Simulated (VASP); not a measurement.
# Be (a cell with a defect) in VASP: further runs, part 2 of 2

VASP 6.6.1. The steps go on from the part before.

## Step 3: Single point, r2SCAN

The input, POSCAR:

```
Be
1.0
   -2.2900000000     -3.9663960000      0.0000000000
    3.4350000000     -1.9831980000      0.0000000000
    0.0000000000      0.0000000000      7.1768600000
Be
17
Direct
    0.6910996794      0.5059479668     -0.0072974811
    0.5067561900      0.3339108224      0.2739755269
    0.8359742975      0.5951825739      0.4740879716
    0.6016260760      0.3875824495      0.6522220024
    0.4797109810     -0.0152514858      0.0228044019
    0.2171284552      0.8191837445      0.2726632538
    0.4737380704     -0.0631539501      0.5186017283
    0.3056268966      0.6866231712      0.7806635492
    0.2208925665      0.4640649133      0.0256018649
   -0.0105289272      0.3320989103      0.2512997328
    0.2510844322      0.4509613828      0.5132095373
   -0.0466915785      0.3925307963      0.7715456342
   -0.0003608043     -0.0205243790     -0.0039940866
    0.7392295537      0.8486176646      0.2438376950
   -0.0600254324      0.0844633944      0.5113075913
    0.7363043683      0.8790687055      0.7544596105
    0.3086036819      0.1705954677      0.7820739153
```

The input, INCAR.step1:

```
SYSTEM = Be
  PREC = Accurate
  ENCUT = 520
  ISMEAR = 0
  SIGMA = 0.15
  LREAL = Auto
  LASPH = .True.
  NELM = 100
  NBANDS = 31
  GGA = PE
  ALGO = Normal
  EDIFF = 1E-4
  LWAVE = .True.
  LCHARG = .False.
```

The input, INCAR.step2:

```
SYSTEM = Be
  PREC = Accurate
  ENCUT = 520
  EDIFF = 1E-6
  ISMEAR = 0
  SIGMA = 0.15
  LREAL = Auto
  LASPH = .True.
  NELM = 100
  ALGO = Normal
  ISIF = 2
  LWAVE = .False.
  LCHARG = .True.
  METAGGA = R2SCAN
  LMIXTAU = .True.
  LELF = .True.
  LVHAR = .True.
  NBANDS = 31
  ISTART = 1
```

The input, KPOINTS:

```
regular mesh
0
Gamma
  5 5 3
  0 0 0
```

Potentials or basis: VASP PAW PBE potentials, release 64 (Be).

The run is started by

```console
> cat potpaw_PBE.64/Be/POTCAR > POTCAR
> cp INCAR.step1 INCAR
> mpirun -np 1 vasp_std > vasp.out
> cp INCAR.step2 INCAR
> mpirun -np 1 vasp_std > vasp.out
```

OUTCAR:

```text
SYSTEM = Be
   PREC = Accurate
   ENCUT = 520
   EDIFF = 1E-6
   ISMEAR = 0
   LREAL = Auto
   LASPH = .True.
   NELM = 100
   ISIF = 2
   METAGGA = R2SCAN
   ISTART = 1

 ion  position               nearest neighbor table
   1  0.691  0.506  0.993-  12 2.04   5 2.14   9 2.17  14 2.27  16 2.27   2 2.29   5 2.29  13 2.35

   2  0.507  0.334  0.274-  11 2.13  14 2.21  10 2.22   9 2.27   5 2.28   1 2.29  14 2.31   3 2.33
                             6 2.34   7 2.36  10 2.37
   3  0.836  0.595  0.474-   4 1.86  14 1.98  11 2.01  15 2.02  10 2.03  15 2.10   7 2.17   2 2.33
                            12 2.34  16 2.35
   4  0.602  0.388  0.652-  12 1.82  17 1.85   3 1.86  11 1.91   8 2.02   7 2.11  16 2.17  15 2.21
                            16 2.23
   5  0.480  0.985  0.023-  17 2.04  14 2.05   1 2.14  13 2.21   9 2.24   8 2.25   6 2.26   2 2.28
                             1 2.29  16 2.29   9 2.38
   6  0.217  0.819  0.273-   7 2.17  10 2.20  14 2.20   5 2.26   9 2.26  11 2.27  10 2.29  13 2.31
                             2 2.34  15 2.38
   7  0.474  0.937  0.519-  16 2.09   4 2.11   3 2.17   6 2.17  11 2.18  15 2.21  17 2.24   8 2.26
                            11 2.28  14 2.34   2 2.36
   8  0.306  0.687  0.781-  17 1.92  12 1.99   9 2.01   4 2.02  17 2.05  16 2.12  11 2.15   5 2.25
                             7 2.26  13 2.39
[... 1008 lines left out ...]
     29      12.9559      0.00000

 [... further k-points ...]

 [bands above 29 left out]

------------------------ aborting loop because EDIFF is reached ----------------------------------------

  FORCE on cell =-STRESS in cart. coord.  units (eV):
  Direction    XX          YY          ZZ          XY          YZ          ZX
  --------------------------------------------------------------------------------------
  -------------------------------------------------------------------------------------
  Total        9.0924276     16.2673059      3.6689563      1.6094812      8.2509721     -2.4895322
  in kB      111.7363314    199.9080080     45.0875979     19.7788240    101.3957331    -30.5937209
  external PRESSURE =     118.9106458 kB  Pullay stress =       0.0000000 kB

 VOLUME and BASIS-vectors are now :
 -----------------------------------------------------------------------------
  energy-cutoff  :      520.00
  volume of cell :      130.38
      direct lattice vectors                 reciprocal lattice vectors
    -2.290000000 -3.966396000  0.000000000    -0.109170306 -0.189088533  0.000000000
     3.435000000 -1.983198000  0.000000000     0.218340611 -0.126059022  0.000000000
     0.000000000  0.000000000  7.176860000     0.000000000  0.000000000  0.139336702

 POSITION                                       TOTAL-FORCE (eV/Angst)
 -----------------------------------------------------------------------------------
      0.15531     -3.74457      7.12449        -0.137333      0.070288     -0.117284
     -0.01349     -2.67221      1.96628        -0.018536      0.007427      0.088111
      0.13007     -4.49617      3.40246         0.022797     -0.097317     -0.064418
     -0.04638     -3.15494      4.68091         0.014118     -0.054513     -0.134809
      2.28407     -3.85568      0.16366        -0.064511      0.205521      0.122585
      2.31667     -2.48582      1.95687         0.026591      0.075221      0.070389
[... 9 lines left out ...]
      1.33346     -4.66384      5.41465         0.059880     -0.027510      0.000983
     -0.12071     -1.56237      5.61283        -0.048145     -0.162733      0.152317
 -----------------------------------------------------------------------------------
    total drift:                               -0.000835     -0.000197     -0.000748

  FREE ENERGIE OF THE ION-ELECTRON SYSTEM (eV)
  ---------------------------------------------------
  free  energy   TOTEN  =       -69.2542788791 eV

  energy  without entropy=      -69.2319742283  energy(sigma->0) =      -69.24312655
```

Run time: 17 min. Hardware: 1 thread of Oxide Virtual Turin-like, shared host; peak memory 0.25 GiB.

Results:

| Item | Value |
| --- | --- |
| Free energy | -69.2543 eV |
| Pressure | 11.9 GPa |
| Largest force | 0.248 eV/Å |
| Band gap on the k mesh | zero (bands 17 and 18 overlap by 0.99 eV) |

Forces in eV/Å, atoms in the order of the input:
```
Be  -0.137  0.070 -0.117
Be  -0.019  0.007  0.088
Be   0.023 -0.097 -0.064
Be   0.014 -0.055 -0.135
Be  -0.065  0.206  0.123
Be   0.027  0.075  0.070
Be  -0.015  0.052  0.027
Be  -0.041 -0.133  0.097
Be   0.044  0.000  0.054
Be  -0.013  0.022 -0.045
Be   0.027  0.058  0.064
Be   0.004 -0.105 -0.216
Be   0.075  0.018 -0.007
Be  -0.020  0.040 -0.031
Be   0.084  0.031 -0.060
Be   0.060 -0.028  0.001
Be  -0.048 -0.163  0.152
```

Levels at points of the mesh, in eV from the Fermi level:
| k point | band 13 | band 14 | band 15 | band 16 | band 17 | band 18 | band 19 | band 20 | band 21 | band 22 |
| --- | --- | --- | --- | --- | --- | --- | --- | --- | --- | --- |
| (0.00, 0.00, 0.00) | -3.84 | -3.49 | -2.24 | -0.49 | -0.14 | 0.72 | 0.87 | 1.17 | 1.89 | 2.30 |

Caveat: the PAW data sets were made with another functional, which shifts forces and pressure a little.

## Step 4: Single point, r2SCAN

The input, POSCAR:

```
Be
1.0
   -2.2900000000     -3.9663960000      0.0000000000
    3.4350000000     -1.9831980000      0.0000000000
    0.0000000000      0.0000000000      7.1768600000
Be
17
Direct
    0.6659099079      0.5874066053      0.0211430904
    0.5081005638      0.3345520498      0.2483124932
    0.8093937033      0.5212243320      0.5016699504
    0.5589122550      0.3771467435      0.7191477889
    0.5529324816      0.0765046238     -0.0133102778
    0.2731124952      0.8225273985      0.2343754790
    0.4938607524     -0.0295161214      0.5051119849
    0.2186310818      0.6881796732      0.7317314257
    0.2433816745      0.4485915676     -0.0050831422
   -0.0071843598      0.3356709799      0.2338656460
    0.2765549291      0.4583126019      0.4793973966
   -0.0952333998      0.3892487669      0.8417884702
    0.0233009589     -0.0606983418     -0.0154805862
    0.7573107961      0.8510494099      0.2538544712
    0.0045378769      0.0013760518      0.4854844598
    0.7620293706      0.8670882849      0.7464091539
    0.2017830204      0.1668701941      0.7244028726
```

The input, INCAR.step1:

```
SYSTEM = Be
PREC = Accurate
ENCUT = 520
ISMEAR = 0
SIGMA = 0.15
LREAL = Auto
LASPH = .TRUE.
NELM = 100
NBANDS = 31
GGA = PE
ALGO = Normal
EDIFF = 1E-4
LWAVE = .TRUE.
LCHARG = .FALSE.
```

The input, INCAR.step2:

```
SYSTEM = Be
PREC = Accurate
ENCUT = 520
EDIFF = 1E-7
ISMEAR = 0
SIGMA = 0.15
LREAL = Auto
LASPH = .TRUE.
NELM = 100
ALGO = Normal
ISIF = 2
LWAVE = .FALSE.
LCHARG = .TRUE.
METAGGA = R2SCAN
LMIXTAU = .TRUE.
LELF = .TRUE.
LVHAR = .TRUE.
NBANDS = 31
ISTART = 1
```

The input, KPOINTS:

```
Automatic mesh
0
G
  5 5 3
  0 0 0
```

The run is started by

```console
> cat potpaw_PBE.64/Be/POTCAR > POTCAR
> cp INCAR.step1 INCAR
> mpirun -np 1 vasp_std > vasp.out
> cp INCAR.step2 INCAR
> mpirun -np 1 vasp_std > vasp.out
```

Run time: 13 min. Hardware: 1 thread of Oxide Virtual Turin-like, shared host; peak memory 0.26 GiB.

It converged, with:

| Item | Value |
| --- | --- |
| Free energy | -69.0630 eV |
| Pressure | 11.9 GPa |
| Largest force | 0.364 eV/Å |
| Band gap on the k mesh | zero (bands 17 and 18 overlap by 0.99 eV) |

Forces on the atoms (eV/Å):
```
Be   0.128 -0.030  0.169
Be  -0.058  0.022  0.060
Be  -0.125  0.179  0.097
Be   0.128  0.143  0.210
Be   0.094 -0.078 -0.012
Be  -0.094 -0.083 -0.092
Be   0.037 -0.160 -0.021
Be   0.110  0.199 -0.216
Be  -0.036 -0.032 -0.078
Be  -0.013  0.044 -0.101
Be   0.031 -0.121 -0.063
Be  -0.015  0.057  0.224
Be  -0.018  0.014 -0.054
Be  -0.060 -0.012  0.097
Be  -0.304 -0.064 -0.190
Be   0.067 -0.150  0.002
Be   0.128  0.072 -0.032
```

Stress tensor (GPa, compression positive):
```
16.70  4.18  9.01
 4.18 15.64  3.77
 9.01  3.77  3.34
```

Levels at points of the mesh, in eV from the Fermi level:
```csv
k point,band 14,band 15,band 16,band 17,band 18,band 19,band 20,band 21
"(0.00, 0.00, 0.00)",-3.60,-2.04,-0.49,-0.16,0.70,0.95,1.14,1.80
```

Caveat: the PAW data sets were made with another functional, which shifts forces and pressure a little.

## Step 5: Summary

| cell | gap on the mesh (eV) | pressure (GPa) | largest force (eV/Å) |
| --- | --- | --- | --- |
| as given, atomic positions A | none | 12.0 | 0.25 |
| as given, atomic positions B | none | 11.9 | 0.25 |
| as given, atomic positions C | none | 11.9 | 0.36 |

Alike in all rows: task single point; level r2SCAN; potentials or basis VASP PAW PBE potentials, release 64 (Be); no spin polarisation; k mesh 5 × 5 × 3; cutoff (eV) 520; smearing gaussian 0.15 eV.

Caveats: the PAW data sets were made with another functional, which shifts forces and pressure a little.

Absolute energies hang on the potentials; compare differences alone.
